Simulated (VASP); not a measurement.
Wanted: the native input for a VASP 6.6.1 run.

```yaml
Task: single point
Functional: r2SCAN
Potentials_or_basis: VASP PAW PBE potentials, release 64 (Te, Pb_d)
Cutoff: 520 eV
k_mesh: 8 × 8 × 8
Occupations: gaussian, width 0.05 eV
Spin: no spin polarisation
Dipole_correction: no
Further_INCAR_settings: ALGO = Normal; EDIFF = 1e-06; NBANDS = 17
```

The system is TePb.

```
CELL_PARAMETERS angstrom
0.00000 3.14633 3.22700
3.14633 0.00000 3.22700
3.14633 3.14633 0.00000
ATOMIC_POSITIONS crystal
Te 0.50000 0.50000 0.50000
Pb 0.00000 0.00000 0.00000
```

This cell differs from its parent crystal: strain -0.025 along x and y, +0.000 along z.

These files were run (other wordings do the same):

POSCAR

```
TePb
1.0
    0.0000000000      3.1463250000      3.2270000000
    3.1463250000      0.0000000000      3.2270000000
    3.1463250000      3.1463250000      0.0000000000
Te Pb
1 1
Direct
    0.5000000000      0.5000000000      0.5000000000
    0.0000000000      0.0000000000      0.0000000000
```

INCAR.step1

```
PREC     = Accurate       # precision mode
ENCUT    = 520            # plane-wave cutoff, eV
ISMEAR   = 0              # smearing method
SIGMA    = 0.05           # smearing width, eV
LREAL    = F              # projectors in reciprocal space
LASPH    = T              # aspherical terms in the spheres
NELM     = 100            # most SCF steps
NBANDS   = 17             # bands
GGA      = PE             # functional
ALGO     = Normal         # electronic algorithm
EDIFF    = 1E-4           # SCF threshold, eV
LWAVE    = T              # write WAVECAR
LCHARG   = F              # write CHGCAR
```

INCAR.step2

```
PREC     = Accurate       # precision mode
ENCUT    = 520            # plane-wave cutoff, eV
EDIFF    = 1E-6           # SCF threshold, eV
ISMEAR   = 0              # smearing method
SIGMA    = 0.05           # smearing width, eV
LREAL    = F              # projectors in reciprocal space
LASPH    = T              # aspherical terms in the spheres
NELM     = 100            # most SCF steps
ALGO     = Normal         # electronic algorithm
ISIF     = 2              # what is computed and relaxed
LWAVE    = F              # write WAVECAR
LCHARG   = F              # write CHGCAR
METAGGA  = R2SCAN         # meta-GGA
LMIXTAU  = T            
NBANDS   = 17             # bands
ISTART   = 1
```

KPOINTS

```
Automatic mesh
0
Gamma
  8 8 8
```

Potentials or basis: VASP PAW PBE potentials, release 64 (Te, Pb_d).

Launch:

```sh
$ cat potpaw_PBE.64/Te/POTCAR potpaw_PBE.64/Pb_d/POTCAR > POTCAR
$ cp INCAR.step1 INCAR
$ mpirun -np 1 vasp_std > vasp.out
$ cp INCAR.step2 INCAR
$ mpirun -np 1 vasp_std > vasp.out
```

It gave:

```
Pressure               : 4.6 GPa
Band gap on the k mesh : 0.83 eV, direct
```

Caveat: the cell differs from its parent crystal (strain -0.025 along x and y, +0.000 along z); the PAW data sets were made with another functional, which shifts forces and pressure a little; spin-orbit coupling is left out, which moves the levels of the heavy elements.

Run time: 2.9 min on 1 thread of Intel(R) Xeon(R) Platinum 8259CL CPU @ 2.50GHz (Skylake/Cascade Lake), on a shared host, peak memory 0.25 GiB.
